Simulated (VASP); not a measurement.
# BN (P2_1/m) in VASP: notebook

BN is run at these levels: LDA; tasks: single point.

Program: VASP 6.6.1. These are calculated values, not measurements. Logs are shortened: lines on timing, memory, paths and dates and some standing lists are left out, and cuts for length are marked.

## 1. The cell of the first run

The structure is monoclinic, space group P2_1/m (No. 11). Conventional cell: a = 2.504 Å, b = 6.661 Å, c = 2.504 Å, α = 90.00°, β = 120.00°, γ = 90.00°. B (site symmetry m) has 3 N at 1.45 Å within 1.9 Å. Within 1.9 Å of N (site symmetry m) lie 3 B at 1.45 Å.

## 2. Single point, LDA (mode 4 (44.4 1/cm) frozen in, largest displacement -0.060 Å)

The input, INCAR:

```
  PREC = Accurate
  ENCUT = 520
  EDIFF = 1E-7
  ISMEAR = 0
  SIGMA = 0.05
  LREAL = False
  LASPH = True
  NELM = 100
  ALGO = Normal
  ISIF = 2
  LWAVE = False
  LCHARG = False
  GGA = CA
  NBANDS = 16
```

The input, KPOINTS:

```
Automatic mesh
0
Gamma
  12 12 4
```

The input, POSCAR:

```
BN
1.0
    2.5039917043      0.0000000000      0.0000000000
   -1.2519958522      2.1685204268      0.0000000000
    0.0000000000      0.0000000000      6.6612000000
B N
2 2
Direct
    0.3066074843      0.6471019873      0.2500000000
    0.6933925157      0.3528980127      0.7500000000
    0.3600334895      0.6862125376      0.7500000000
    0.6399665105      0.3137874624      0.2500000000
```

Potentials or basis: VASP PAW LDA potentials, release 64 (B, N).

Command:

```
> cat potpaw_LDA.64/B/POTCAR potpaw_LDA.64/N/POTCAR > POTCAR
> mpirun -np 1 vasp_std > vasp.out
```

OUTCAR:

```text
PREC = Accurate
   ENCUT = 520
   EDIFF = 1E-7
   ISMEAR = 0
   LREAL = False
   LASPH = True
   NELM = 100
   ISIF = 2
   GGA = CA

 ion  position               nearest neighbor table
   1  0.307  0.647  0.250-   4 1.45   4 1.45   4 1.45
   2  0.693  0.353  0.750-   3 1.45   3 1.45   3 1.45
   3  0.360  0.686  0.750-   2 1.45   2 1.45   2 1.45
   4  0.640  0.314  0.250-   1 1.45   1 1.45   1 1.45

  LATTYP: Found a hexagonal cell.
 ALAT       =     2.5039917043
 C/A-ratio  =     2.6602324555

  Lattice vectors:

 A1 = (   2.5039917043,   0.0000000000,   0.0000000000)
 A2 = (  -1.2519958522,   2.1685204268,   0.0000000000)
 A3 = (   0.0000000000,   0.0000000000,   6.6612000000)

Analysis of symmetry for initial positions (statically):
=====================================================================
 Subroutine PRICEL returns:
 Original cell was already a primitive cell.

 Routine SETGRP: Setting up the symmetry group for a
 hexagonal supercell.

 Subroutine GETGRP returns: Found  4 space group operations
 (whereof  2 operations were pure point group operations)
 out of a pool of 24 trial point group operations.

The static configuration has the point symmetry S_2 .
 The point group associated with its full space group is C_2h.

Analysis of symmetry for dynamics (positions and initial velocities):
=====================================================================
 Subroutine PRICEL returns:
 Original cell was already a primitive cell.

 Routine SETGRP: Setting up the symmetry group for a
 hexagonal supercell.

 Subroutine GETGRP returns: Found  4 space group operations
 (whereof  2 operations were pure point group operations)
 out of a pool of 24 trial point group operations.

The dynamic configuration has the point symmetry S_2 .
 The point group associated with its full space group is C_2h.

 Subroutine INISYM returns: Found  4 space group operations
 (whereof  2 operations are pure point group operations),
 and found     1 'primitive' translations

----------------------------------------------------------------------------------------

                                     Primitive cell

  volume of cell :      36.1700

  direct lattice vectors                    reciprocal lattice vectors
     2.503991704  0.000000000  0.000000000     0.399362345  0.230571958  0.000000000
    -1.251995852  2.168520427  0.000000000     0.000000000  0.461143915  0.000000000
     0.000000000  0.000000000  6.661200000     0.000000000  0.000000000  0.150123101

  length of vectors
     2.503991704  2.503991704  6.661200000     0.461143915  0.461143915  0.150123101

  position of ions in fractional coordinates (direct lattice)
     0.306607484  0.647101987  0.250000000
     0.693392516  0.352898013  0.750000000
     0.360033489  0.686212538  0.750000000
     0.639966511  0.313787462  0.250000000

  ion indices of the primitive-cell ions
   primitive index   ion index
                 1           1
                 2           2
                 3           3
                 4           4

----------------------------------------------------------------------------------------

 KPOINTS: Automatic mesh

Automatic generation of k-mesh.
 Grid dimensions read from file:
 generate k-points for:   12   12    4

 Generating k-lattice:

  Cartesian coordinates                     Fractional coordinates (reciprocal lattice)
     0.033280195  0.019214330  0.000000000     0.083333333 -0.000000000  0.000000000
     0.000000000  0.038428660  0.000000000     0.000000000  0.083333333  0.000000000
     0.000000000  0.000000000  0.037530775     0.000000000  0.000000000  0.250000000

  Length of vectors
     0.038428660  0.038428660  0.037530775

  Shift w.r.t. Gamma in fractional coordinates (k-lattice)
     0.000000000  0.000000000  0.000000000

 Subroutine IBZKPT returns following result:
 ===========================================

 Found    222 irreducible k-points:

 Following reciprocal coordinates:
            Coordinates               Weight
  0.000000  0.000000  0.000000      1.000000
  0.083333  0.000000  0.000000      2.000000
  0.000000  0.083333  0.000000      2.000000
 -0.083333  0.083333  0.000000      2.000000
  0.166667  0.000000  0.000000      2.000000
  0.000000  0.166667  0.000000      2.000000
[... 16 lines left out ...]
  0.166667  0.083333  0.000000      2.000000
 -0.083333  0.250000  0.000000      2.000000
 [... further k-points ...]
   k-points           NKPTS =    222   k-points in BZ     NKDIM =    222   number of bands    NBANDS=     16
   number of dos      NEDOS =    301   number of ions     NIONS =      4
   total plane-waves  NPLWV =  20000
   dimension x,y,z NGX =    20 NGY =   20 NGZ =   50
   dimension x,y,z NGXF=    40 NGYF=   40 NGZF=  100
   ions per type =               2   2
   NGX,Y,Z   is equivalent  to a cutoff of  13.28, 13.28, 12.48 a.u.
   NGXF,Y,Z  is equivalent  to a cutoff of  26.56, 26.56, 24.96 a.u.
 SYSTEM =  unknown system
   PREC   = accura    normal or accurate (medium, high low for compatibility)
   ISTART =      0    job   : 0-new  1-cont  2-samecut
   ICHARG =      2    charge: 1-file 2-atom 10-const
   ISPIN  =      1    spin polarized calculation?
   LNONCOLLINEAR =      F non collinear calculations
   LSORBIT =      F    spin-orbit coupling
   LASPH  =      T    aspherical Exc in radial PAW
   ENCUT  =  520.0 eV  38.22 Ry    6.18 a.u.   4.66  4.66 12.39*2*pi/ulx,y,z
   NELM   =    100;   NELMIN=  2; NELMDL= -5     # of ELM steps
   EDIFF  = 0.1E-06   stopping-criterion for ELM
   LREAL  =      F    real-space projection
   EDIFFG = 0.1E-05   stopping-criterion for IOM
   NSW    =      0    number of steps for IOM
   IBRION =     -1    ionic relax: 0-MD 1-quasi-New 2-CG
   NFREE  =      0    steps in history (QN), initial steepest desc. (CG)
   ISIF   =      2    stress and relaxation
   ISYM   =      2    0-nonsym 1-usesym 2-fastsym
   POTIM  = 0.5000    time-step for ionic-motion
   TEBEG  =    0.0;   TEEND  =   0.0 temperature during run
   PSTRESS=    0.0 pullay stress
   NELECT =      16.0000    total number of electrons
   NUPDOWN=      -1.0000    fix difference up-down
   EMIN   =  10.00;   EMAX   =-10.00  energy-range for DOS
   EFERMI =   0.00;   METHOD = LEGACY
   ISMEAR =     0;   SIGMA  =   0.05  broadening in eV -4-tet -1-fermi 0-gaus
   EFERMI_NEDOS =   21; number of points for ismear=-14 and -15
   IALGO  =     38    algorithm
   IMIX   =      4    mixing-type and parameters
     AMIX     =   0.40;   BMIX     =  1.00
     AMIX_MAG =   1.60;   BMIX_MAG =  1.00
  volume/ion in A,a.u.               =       9.04        61.02
  Fermi-wavevector in a.u.,A,eV,Ry     =   1.247379  2.357205 21.170055  1.555955
  Thomas-Fermi vector in A             =   2.381514
   LORBIT       =      0    0 simple, 1 ext, 2 COOP (PROOUT), +10 PAW based schemes
   GGA     = CA    functional components
   LHFCALC =     F    Hartree Fock is set to
   AEXX    =    0.0000 exact exchange contribution
   IVDW    =     0    specifies the selected vdW correction
   LEPSILON=     F    determine dielectric tensor
   LRPA    =     F    only Hartree local field effects (RPA)
 non-spin polarized calculation
 Gauss-broadening in eV      SIGMA  =   0.05
  energy-cutoff  :      520.00
  volume of cell :       36.17
 maximum number of plane-waves:       992
   NGX =  9   NGY =  9   NGZ = 25

 number of electron      16.0000003 magnetization

 Free energy of the ion-electron system (eV)
  ---------------------------------------------------
  ext. energy  EPLUGINS =         0.00000000
  ---------------------------------------------------
  free energy    TOTEN  =       -38.57141147 eV

  energy without entropy =      -38.57141147  energy(sigma->0) =      -38.57141147

 E-fermi :   2.4276     XC(G=0): -10.5013

 val. band max:        2.1635628201   @ k =  -0.4167  -0.2500   0.0000
 cond. band min:       6.0116375736   @ k =   0.5000   0.0000   0.0000
 fundamental gap:      3.8480747535
 Fermi energy:         2.4275756254

 k-point     1 :       0.0000    0.0000    0.0000
  band No.  band energies     occupation
      1     -15.4658      2.00000
      2     -15.1580      2.00000
      3      -4.1968      2.00000
      4      -2.0130      2.00000
      5       0.7783      2.00000
      6       0.7792      2.00000
[... 8 lines left out ...]
     15      14.4353      0.00000
     16      14.9770      0.00000

 k-point     2 :       0.0833    0.0000    0.0000
  band No.  band energies     occupation
      1     -15.3297      2.00000
      2     -15.0267      2.00000
      3      -4.0089      2.00000
      4      -1.8445      2.00000
      5       0.2299      2.00000
      6       0.2613      2.00000
[... 8 lines left out ...]
     15      14.4835      0.00000
     16      14.8889      0.00000

 k-point     3 :       0.0000    0.0833    0.0000
  band No.  band energies     occupation
      1     -15.3297      2.00000
      2     -15.0268      2.00000
      3      -4.0088      2.00000
      4      -1.8447      2.00000
      5       0.2314      2.00000
      6       0.2632      2.00000
[... 8 lines left out ...]
     15      14.4798      0.00000
     16      14.8857      0.00000

 k-point     4 :      -0.0833    0.0833    0.0000
  band No.  band energies     occupation
      1     -15.3297      2.00000
      2     -15.0268      2.00000
      3      -4.0089      2.00000
      4      -1.8446      2.00000
      5       0.2311      2.00000
      6       0.2626      2.00000
[... 8 lines left out ...]
     15      14.4796      0.00000
     16      14.8855      0.00000
[... 324 lines left out ...]
 k-point    22 :      -0.1667    0.0833    0.0000
  band No.  band energies     occupation
      1     -15.0609      2.00000
      2     -14.7676      2.00000
      3      -3.6362      2.00000
      4      -1.5123      2.00000
      5      -0.6663      2.00000
      6      -0.6488      2.00000
[... 8 lines left out ...]
     15      15.1463      0.00000
     16      16.0187      0.00000

 k-point    23 :       0.1667    0.0833    0.0000
  band No.  band energies     occupation
      1     -14.5386      2.00000
      2     -14.2653      2.00000
      3      -2.9053      2.00000
      4      -2.1532      2.00000
      5      -2.1046      2.00000
      6      -0.8699      2.00000
[... 8 lines left out ...]
     15      16.5998      0.00000
     16      17.1137      0.00000

 k-point    24 :      -0.0833    0.2500    0.0000
  band No.  band energies     occupation
      1     -14.5382      2.00000
      2     -14.2657      2.00000
      3      -2.9046      2.00000
      4      -2.1456      2.00000
      5      -2.1095      2.00000
      6      -0.8721      2.00000
[... 8 lines left out ...]
     15      16.5723      0.00000
     16      17.0293      0.00000

 [... further k-points ...]

------------------------ aborting loop because EDIFF is reached ----------------------------------------

  FORCE on cell =-STRESS in cart. coord.  units (eV):
  Direction    XX          YY          ZZ          XY          YZ          ZX
  --------------------------------------------------------------------------------------
  -------------------------------------------------------------------------------------
  Total       -1.3334000     -1.3070281     -0.1725414     -0.0130916      0.0000000      0.0000000
  in kB      -59.0639050    -57.8957419     -7.6428456     -0.5798998      0.0000000      0.0000000
  external PRESSURE =     -41.5341642 kB  Pullay stress =       0.0000000 kB

 VOLUME and BASIS-vectors are now :
 -----------------------------------------------------------------------------
  energy-cutoff  :      520.00
  volume of cell :       36.17
      direct lattice vectors                 reciprocal lattice vectors
     2.503991704  0.000000000  0.000000000     0.399362345  0.230571958  0.000000000
    -1.251995852  2.168520427  0.000000000     0.000000000  0.461143915  0.000000000
     0.000000000  0.000000000  6.661200000     0.000000000  0.000000000  0.150123101

 POSITION                                       TOTAL-FORCE (eV/Angst)
 -----------------------------------------------------------------------------------
     -0.04243      1.40325      1.66530         0.004024      0.003333      0.000000
      1.29442      0.76527      4.99590        -0.004024     -0.003333      0.000000
      0.04239      1.48807      4.99590        -0.002275     -0.004283      0.000000
      1.20961      0.68045      1.66530         0.002275      0.004283      0.000000
 -----------------------------------------------------------------------------------
    total drift:                                0.000000      0.000000      0.000000

  FREE ENERGIE OF THE ION-ELECTRON SYSTEM (eV)
  ---------------------------------------------------
  free  energy   TOTEN  =       -38.5714114732 eV

  energy  without entropy=      -38.5714114732  energy(sigma->0) =      -38.57141147
```

Wall time 70 s (1 thread of Intel Xeon Platinum 8488C (Sapphire Rapids), shared host); peak memory 0.2 GiB.

Results:

- Free energy: -38.5714 eV
- Pressure: -4.2 GPa
- Largest force: 0.005 eV/Å
- Band gap on the k mesh: 3.85 eV, indirect (least direct gap 4.25 eV)

Forces on the atoms (eV/Å):
```
B    0.004  0.003  0.000
B   -0.004 -0.003  0.000
N   -0.002 -0.004  0.000
N    0.002  0.004  0.000
```

Levels at points of the mesh, in eV from the valence-band top:
```
           k point  band 6  band 7  band 8  band 9  band 10  band 11
(0.00, 0.00, 0.00)   -1.38   -1.35   -1.35    4.87     9.95    11.38
(0.50, 0.00, 0.00)   -4.14   -1.55   -0.40    3.85     5.62     9.42
(0.00, 0.50, 0.00)   -4.14   -1.48   -0.54    4.19     5.34     9.42
(0.50, 0.50, 0.00)   -4.14   -1.50   -0.50    4.09     5.42     9.41
(0.00, 0.00, 0.50)   -1.37   -1.37   -1.37    7.27     7.27    11.45
(0.50, 0.00, 0.50)   -4.17   -0.98   -0.98    4.52     4.52     9.84
(0.00, 0.50, 0.50)   -4.17   -0.98   -0.98    4.52     4.52     9.86
(0.50, 0.50, 0.50)   -4.17   -0.98   -0.98    4.52     4.52     9.86
```

Caveat: the cell differs from its parent crystal (mode 4 (44.4 1/cm) frozen in, largest displacement -0.060 Å).

[end of part 1 of 2]
